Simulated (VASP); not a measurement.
# CsRb3: vibrations by perturbation theory with LDA

The system is CsRb3.

```xyz
4
Lattice="0.0000 5.8484 5.8484 5.8484 0.0000 5.8484 5.8484 5.8484 0.0000" Properties=species:S:1:pos:R:3 pbc="T T T"
Cs    0.0000    0.0000    0.0000
Rb    2.9242    2.9242    2.9242
Rb    8.7726    8.7726    8.7726
Rb    5.8484    5.8484    5.8484
```

* Program: VASP 6.6.1
* Task: vibrations by perturbation theory
* Functional: LDA
* Potentials or basis: VASP PAW LDA potentials, release 64 (Cs_sv, Rb_sv)
* Cutoff: 520 eV
* k mesh: 4 × 4 × 4
* Occupations: fermi-dirac, width 0.2 eV
* Spin: no spin polarisation
* Dipole correction: no
* Further INCAR settings: ALGO = Normal; EDIFF = 1e-08; NBANDS = 26; IBRION = 8; NSW = 1

```json
{
  "Highest phonon frequency at Γ": "35 cm⁻¹"
}
```

Phonon frequencies in cm⁻¹ (negative: imaginary):
| q point | frequencies |
| --- | --- |
| (0.000, 0.000, 0.000) | 0 0 0 26 26 26 26 26 26 35 35 35 |

Run time: 21 min on 1 thread of Intel(R) Xeon(R) Platinum 8488C (Sapphire Rapids) (shared host), peak memory 0.85 GiB.
